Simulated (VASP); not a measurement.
# Ta (I4/mmm) in VASP: notebook

The runs below take Ta through single point, with PBEsol.

All numbers are computed with VASP 6.6.1; they aren't measurements. Logs are shortened: lines on timing, memory, paths and dates and some standing lists are left out, and cuts for length are marked.

### Step 1. The cell of the first run

Symmetry: I4/mmm, No. 139, tetragonal system. The conventional cell has a = 3.237 Å, b = 3.237 Å, c = 3.303 Å, α = 90.00°, β = 90.00°, γ = 90.00°. Within 3.7 Å of Ta (site symmetry 4/mmm) lie 14 Ta at 2.82 to 3.30 Å.

### Step 2. Single point, PBEsol (equal xx and yy strain of -2 %)

INCAR

```
PREC     = Accurate       # precision mode
ENCUT    = 520            # plane-wave cutoff, eV
EDIFF    = 1E-6           # SCF threshold, eV
ISMEAR   = -1             # smearing method
SIGMA    = 0.05           # smearing width, eV
LREAL    = False          # projectors in reciprocal space
LASPH    = True           # aspherical terms in the spheres
NELM     = 60             # most SCF steps
ALGO     = Normal         # electronic algorithm
ISIF     = 2              # what is computed and relaxed
LWAVE    = False          # write WAVECAR
LCHARG   = False          # write CHGCAR
GGA      = PS             # functional
NBANDS   = 12             # bands
```

KPOINTS

```
Automatic mesh
0
Gamma
  15 15 15
```

POSCAR

```
Ta
1.0
   -1.6182544000      1.6182544000      1.6512800000
    1.6182544000     -1.6182544000      1.6512800000
    1.6182544000      1.6182544000     -1.6512800000
Ta
1
Direct
    0.0000000000      0.0000000000      0.0000000000
```

Potentials or basis: VASP PAW PBE potentials, release 64 (Ta_pv).

Started as:

```sh
$ cat potpaw_PBE.64/Ta_pv/POTCAR > POTCAR
$ mpirun -np 1 vasp_std > vasp.out
```

OUTCAR:

```text
PREC = Accurate
   ENCUT = 520
   EDIFF = 1E-6
   ISMEAR = -1
   LREAL = False
   LASPH = True
   NELM = 60
   ISIF = 2
   GGA = PS

 ion  position               nearest neighbor table
   1  0.000  0.000  0.000-

  LATTYP: Found a body centered tetragonal cell.
 ALAT       =     3.2365088000
 C/A-ratio  =     1.0204081633

  Lattice vectors:

 A1 = (  -1.6182544000,   1.6182544000,   1.6512800000)
 A2 = (   1.6182544000,  -1.6182544000,   1.6512800000)
 A3 = (   1.6182544000,   1.6182544000,  -1.6512800000)

Analysis of symmetry for initial positions (statically):
=====================================================================
 Subroutine PRICEL returns:
 Original cell was already a primitive cell.

 Routine SETGRP: Setting up the symmetry group for a
 body centered tetragonal supercell.

 Subroutine GETGRP returns: Found 16 space group operations
 (whereof 16 operations were pure point group operations)
 out of a pool of 16 trial point group operations.

The static configuration has the point symmetry D_4h.

Analysis of symmetry for dynamics (positions and initial velocities):
=====================================================================
 Subroutine PRICEL returns:
 Original cell was already a primitive cell.

 Routine SETGRP: Setting up the symmetry group for a
 body centered tetragonal supercell.

 Subroutine GETGRP returns: Found 16 space group operations
 (whereof 16 operations were pure point group operations)
 out of a pool of 16 trial point group operations.

The dynamic configuration has the point symmetry D_4h.

 Subroutine INISYM returns: Found 16 space group operations
 (whereof 16 operations are pure point group operations),
 and found     1 'primitive' translations

----------------------------------------------------------------------------------------

                                     Primitive cell

  volume of cell :      17.2971

  direct lattice vectors                    reciprocal lattice vectors
    -1.618254400  1.618254400  1.651280000     0.000000000  0.308974905  0.302795407
     1.618254400 -1.618254400  1.651280000     0.308974905  0.000000000  0.302795407
     1.618254400  1.618254400 -1.651280000     0.308974905  0.308974905  0.000000000

  length of vectors
     2.822095010  2.822095010  2.822095010     0.432609004  0.432609004  0.436956502

  position of ions in fractional coordinates (direct lattice)
     0.000000000  0.000000000  0.000000000

[... 81 lines left out ...]
   ISIF   =      2    stress and relaxation
   ISYM   =      2    0-nonsym 1-usesym 2-fastsym
   POTIM  = 0.5000    time-step for ionic-motion
   TEBEG  =    0.0;   TEEND  =   0.0 temperature during run
   PSTRESS=    0.0 pullay stress
   NELECT =      11.0000    total number of electrons
   NUPDOWN=      -1.0000    fix difference up-down
   EMIN   =  10.00;   EMAX   =-10.00  energy-range for DOS
   EFERMI =   0.00;   METHOD = LEGACY
   ISMEAR =    -1;   SIGMA  =   0.05  broadening in eV -4-tet -1-fermi 0-gaus
   EFERMI_NEDOS =   21; number of points for ismear=-14 and -15
   IALGO  =     38    algorithm
   IMIX   =      4    mixing-type and parameters
     AMIX     =   0.40;   BMIX     =  1.00
     AMIX_MAG =   1.60;   BMIX_MAG =  1.00
  volume/ion in A,a.u.               =      17.30       116.73
  Fermi-wavevector in a.u.,A,eV,Ry     =   1.407822  2.660397 26.966225  1.981962
  Thomas-Fermi vector in A             =   2.530042
   LORBIT       =      0    0 simple, 1 ext, 2 COOP (PROOUT), +10 PAW based schemes
   GGA     = PS    functional components
   LHFCALC =     F    Hartree Fock is set to
   AEXX    =    0.0000 exact exchange contribution
   IVDW    =     0    specifies the selected vdW correction
   LEPSILON=     F    determine dielectric tensor
   LRPA    =     F    only Hartree local field effects (RPA)
 non-spin polarized calculation
  energy-cutoff  :      520.00
  volume of cell :       17.30
 maximum number of plane-waves:       478
 NGX is ok and might be reduce to    24
   NGX = 11   NGY = 11   NGZ = 11

 number of electron      11.0000000 magnetization

 Free energy of the ion-electron system (eV)
  ---------------------------------------------------
  ext. energy  EPLUGINS =         0.00000000
  ---------------------------------------------------
  free energy    TOTEN  =       -12.54876398 eV

  energy without entropy =      -12.53931051  energy(sigma->0) =      -12.54403724

 E-fermi :   5.6570     XC(G=0): -12.9365

 val. band max:        5.6350498974   @ k =  -0.0667   0.2000   0.0667
 cond. band min:       5.6584584067   @ k =  -0.2000   0.0667  -0.0000
 fundamental gap:      0.0234085092
 Fermi energy:         5.6569602811

 k-point     1 :       0.0000    0.0000    0.0000
  band No.  band energies     occupation
      1     -27.2117      2.00000
      2     -27.2063      2.00000
      3     -27.2063      2.00000
      4      -2.4322      2.00000
      5       6.2867      0.00001
      6       6.2867      0.00001
      7       6.5522      0.00000
      8       9.5987      0.00000
      9       9.9668      0.00000
     10      20.4577      0.00000
     11      20.6393      0.00000
     12      21.0130      0.00000
[... 331 lines left out ...]
 k-point    24 :       0.2000    0.1333    0.0000
  band No.  band energies     occupation
      1     -28.0355      2.00000
      2     -27.4701      2.00000
      3     -27.2747      2.00000
      4       0.6498      2.00000
      5       4.8330      2.00000
      6       5.1323      1.99994
      7       8.7508      0.00000
      8      10.2345      0.00000
      9      10.4788      0.00000
     10      20.4219      0.00000
     11      20.8563      0.00000
     12      22.9170      0.00000

 [... further k-points ...]

------------------------ aborting loop because EDIFF is reached ----------------------------------------

  FORCE on cell =-STRESS in cart. coord.  units (eV):
  Direction    XX          YY          ZZ          XY          YZ          ZX
  --------------------------------------------------------------------------------------
  -------------------------------------------------------------------------------------
  Total        0.6035216      0.6035216      0.2885329      0.0000000      0.0000000      0.0000000
  in kB       55.9022279     55.9022279     26.7258586      0.0000000      0.0000000      0.0000000
  external PRESSURE =      46.1767714 kB  Pullay stress =       0.0000000 kB

 VOLUME and BASIS-vectors are now :
 -----------------------------------------------------------------------------
  energy-cutoff  :      520.00
  volume of cell :       17.30
      direct lattice vectors                 reciprocal lattice vectors
    -1.618254400  1.618254400  1.651280000     0.000000000  0.308974905  0.302795407
     1.618254400 -1.618254400  1.651280000     0.308974905  0.000000000  0.302795407
     1.618254400  1.618254400 -1.651280000     0.308974905  0.308974905  0.000000000

 POSITION                                       TOTAL-FORCE (eV/Angst)
 -----------------------------------------------------------------------------------
      0.00000      0.00000      0.00000        -0.000000      0.000000      0.000000
 -----------------------------------------------------------------------------------
    total drift:                                0.000000      0.000000     -0.000000

  FREE ENERGIE OF THE ION-ELECTRON SYSTEM (eV)
  ---------------------------------------------------
  free  energy   TOTEN  =       -12.5487639779 eV

  energy  without entropy=      -12.5393105097  energy(sigma->0) =      -12.54403724
```

Run time: 63 s. Hardware: 1 thread of Intel Xeon 8259CL, shared host; peak memory 0.18 GiB.

Results:

```
Free energy            : -12.5488 eV
Pressure               : 4.6 GPa
Band gap on the k mesh : zero (an odd number of electrons rules out a gap without spin polarisation)
```

Stress tensor (GPa, compression positive):
```
5.59 0.00 0.00
0.00 5.59 0.00
0.00 0.00 2.67
```

Levels at points of the mesh, in eV from the Fermi level:
```
           k point  band 3  band 4  band 5  band 6  band 7  band 8
(0.00, 0.00, 0.00)  -32.86   -8.09    0.63    0.63    0.90    3.94
```

Caveat: the cell differs from its parent crystal (equal xx and yy strain of -2 %); the cell stands under pressure; the PAW data sets were made with another functional, which shifts forces and pressure a little; spin-orbit coupling is left out, which moves the levels of the heavy elements.

### Step 3. Single point, PBEsol (equal xx and yy strain of -1 %)

INCAR

```
PREC = Accurate ; ENCUT = 520
EDIFF = 1E-6 ; ISMEAR = -1
SIGMA = 0.05 ; LREAL = F
LASPH = T ; NELM = 100
ALGO = Normal ; ISIF = 2
LWAVE = F ; LCHARG = F
GGA = PS ; NBANDS = 12
```

KPOINTS

```
regular mesh
0
Gamma
  15 15 15
```

POSCAR

```
Ta
1.0
   -1.6347672000      1.6347672000      1.6512800000
    1.6347672000     -1.6347672000      1.6512800000
    1.6347672000      1.6347672000     -1.6512800000
Ta
1
Direct
    0.0000000000      0.0000000000      0.0000000000
```

Potentials or basis: VASP PAW PBE potentials, release 64 (Ta_pv).

Started as:

```sh
$ cat potpaw_PBE.64/Ta_pv/POTCAR > POTCAR
$ mpirun -np 1 vasp_std > vasp.out
```

OUTCAR:

```text
PREC = Accurate
   ENCUT = 520
   EDIFF = 1E-6
   ISMEAR = -1
   LREAL = F
   LASPH = T
   NELM = 100
   ISIF = 2
   GGA = PS

 ion  position               nearest neighbor table
   1  0.000  0.000  0.000-

  LATTYP: Found a body centered tetragonal cell.
 ALAT       =     3.2695344000
 C/A-ratio  =     1.0101010101

  Lattice vectors:

 A1 = (  -1.6347672000,   1.6347672000,   1.6512800000)
 A2 = (   1.6347672000,  -1.6347672000,   1.6512800000)
[... 538 lines left out ...]
     11      20.5851      0.00000
     12      22.4479      0.00000

 [... further k-points ...]

------------------------ aborting loop because EDIFF is reached ----------------------------------------

  FORCE on cell =-STRESS in cart. coord.  units (eV):
  Direction    XX          YY          ZZ          XY          YZ          ZX
  --------------------------------------------------------------------------------------
  -------------------------------------------------------------------------------------
  Total        0.0653459      0.0653459     -0.0810673      0.0000000      0.0000000      0.0000000
  in kB        5.9311193      5.9311193     -7.3580649      0.0000000      0.0000000      0.0000000
  external PRESSURE =       1.5013912 kB  Pullay stress =       0.0000000 kB

 VOLUME and BASIS-vectors are now :
 -----------------------------------------------------------------------------
  energy-cutoff  :      520.00
  volume of cell :       17.65
      direct lattice vectors                 reciprocal lattice vectors
    -1.634767200  1.634767200  1.651280000     0.000000000  0.305853947  0.302795407
     1.634767200 -1.634767200  1.651280000     0.305853947  0.000000000  0.302795407
     1.634767200  1.634767200 -1.651280000     0.305853947  0.305853947  0.000000000

 POSITION                                       TOTAL-FORCE (eV/Angst)
 -----------------------------------------------------------------------------------
      0.00000      0.00000      0.00000        -0.000000     -0.000000     -0.000000
 -----------------------------------------------------------------------------------
    total drift:                               -0.000000     -0.000000     -0.000000

  FREE ENERGIE OF THE ION-ELECTRON SYSTEM (eV)
  ---------------------------------------------------
  free  energy   TOTEN  =       -12.5556419301 eV

  energy  without entropy=      -12.5459573176  energy(sigma->0) =      -12.55079962
```

It took 60 s on 1 thread of Intel Xeon 8259CL, shared host; peak memory 0.19 GiB.

What came out:

```
Free energy            : -12.5556 eV
Pressure               : 0.2 GPa
Band gap on the k mesh : zero (an odd number of electrons rules out a gap without spin polarisation)
```

Stress tensor (GPa, compression positive):
```
 0.59  0.00  0.00
 0.00  0.59  0.00
 0.00  0.00 -0.74
```

Caveat: the cell differs from its parent crystal (equal xx and yy strain of -1 %); the PAW data sets were made with another functional, which shifts forces and pressure a little; spin-orbit coupling is left out, which moves the levels of the heavy elements.
